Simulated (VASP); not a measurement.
Crystal: P.

```
P
1.0
     0.00000    2.52595    2.52595
     2.52595    0.00000    2.52595
     2.52595    2.52595    0.00000
P
2
Direct
  0.00000 0.00000 0.00000
  0.25000 0.25000 0.25000
```

```yaml
Program: VASP 6.6.1
Task: relaxation of cell and atoms
Functional: PBE
Potentials_or_basis: VASP PAW PBE potentials, release 64 (P)
Cutoff: 600 eV
k_mesh: 11 × 11 × 11
Occupations: fermi-dirac, width 0.08 eV
Spin: no spin polarisation
```

At the start: pressure 16.7 GPa; volume 16.12 Å³/atom.

Q: Where does the relaxation end?

A: Over 18 steps the energy falls by 188.6 meV/atom and the volume is 20.53 Å³/atom (+27.4 %); space group Fd-3m (No. 227, to 0.05 Å).

Step by step:
```csv
step,energy change (eV),largest force (eV/Å),pressure (GPa),volume (Å³)
1,0.0000,0.0000,16.66,32.23
2,-0.3768,0.0000,0.38,40.70
3,-0.3772,0.0000,-0.05,41.10
4,-0.3772,0.0000,0.15,40.91
5,-0.3772,0.0000,0.15,40.91
6,-0.3772,0.0000,0.16,40.92
7,-0.3772,0.0000,0.15,40.92
8,-0.3772,0.0000,0.15,40.92
9,-0.3772,0.0000,0.15,40.92
10,-0.3772,0.0000,0.15,40.92
11,-0.3772,0.0000,0.15,40.92
12,-0.3772,0.0000,0.15,40.92
13,-0.3772,0.0000,0.15,40.92
14,-0.3772,0.0000,0.14,40.93
15,-0.3772,0.0000,0.13,40.94
16,-0.3772,0.0000,0.11,40.95
17,-0.3772,0.0000,0.07,40.99
18,-0.3772,0.0000,-0.01,41.07
```

Final structure:
```
CELL_PARAMETERS angstrom
0.00000 2.73831 2.73831
2.73831 0.00000 2.73831
2.73831 2.73831 0.00000
ATOMIC_POSITIONS crystal
P 0.00000 0.00000 0.00000
P 0.25000 0.25000 0.25000
```

Caveat: the volume moved by over 15 % at a fixed basis, so the end points are rough.
